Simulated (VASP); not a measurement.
Runs of VASP 6.6.1 on Se. The structure is that of space group P6/mmm (No. 191), or close to it. The cells are those of the table. 

```csv
task,cell,k mesh,cutoff (eV),gap on the mesh (eV),pressure (GPa)
single point,"a = 4.829, b = 4.829, c = 3.507 Å, angles 90.0, 90.0, 120.0°, 3 atoms",9 × 9 × 10,520,none,(a)
single point,"a = 4.510, b = 4.510, c = 3.276 Å, angles 90.0, 90.0, 120.0°, 3 atoms",9 × 9 × 10,520,none,(b)
single point,"a = 4.643, b = 4.643, c = 3.372 Å, angles 90.0, 90.0, 120.0°, 3 atoms",9 × 9 × 10,520,none,2.7
single point,"a = 4.707, b = 4.707, c = 3.418 Å, angles 90.0, 90.0, 120.0°, 3 atoms",10 × 10 × 12,520,none,-0.1
single point,"a = 4.769, b = 4.769, c = 3.463 Å, angles 90.0, 90.0, 120.0°, 3 atoms",9 × 9 × 10,520,none,-2.2
relaxation of cell and atoms,"relaxed from a = 4.976, b = 4.976, c = 3.051 Å, angles 90.0, 90.0, 120.0°, 3 atoms",7 × 7 × 10,600,none,0.0
single point,"a = 4.888, b = 4.888, c = 3.550 Å, angles 90.0, 90.0, 120.0°, 3 atoms",9 × 9 × 10,520,none,-5.3
single point,"a = 4.707, b = 4.707, c = 3.418 Å, angles 90.0, 90.0, 120.0°, 3 atoms",7 × 7 × 10,520,none,0.0
single point,"a = 4.578, b = 4.578, c = 3.325 Å, angles 90.0, 90.0, 120.0°, 3 atoms",9 × 9 × 10,520,none,6.1
single point,"a = 4.707, b = 4.707, c = 3.418 Å, angles 90.0, 90.0, 120.0°, 3 atoms",9 × 9 × 10,520,none,-0.1
```

Alike in all rows: level revPBE; potentials or basis VASP PAW PBE potentials, release 64 (Se); no spin polarisation; smearing fermi-dirac 0.1 eV.

Estimate the missing entries.

(a) -3.9; (b) 10.5.

Caveats: the PAW data sets were made with another functional, which shifts forces and pressure a little.

A k mesh can miss the band edges, and the runs leave out spin-orbit coupling on Se.

A gap of «none» marks levels without a gap at the run's occupations.
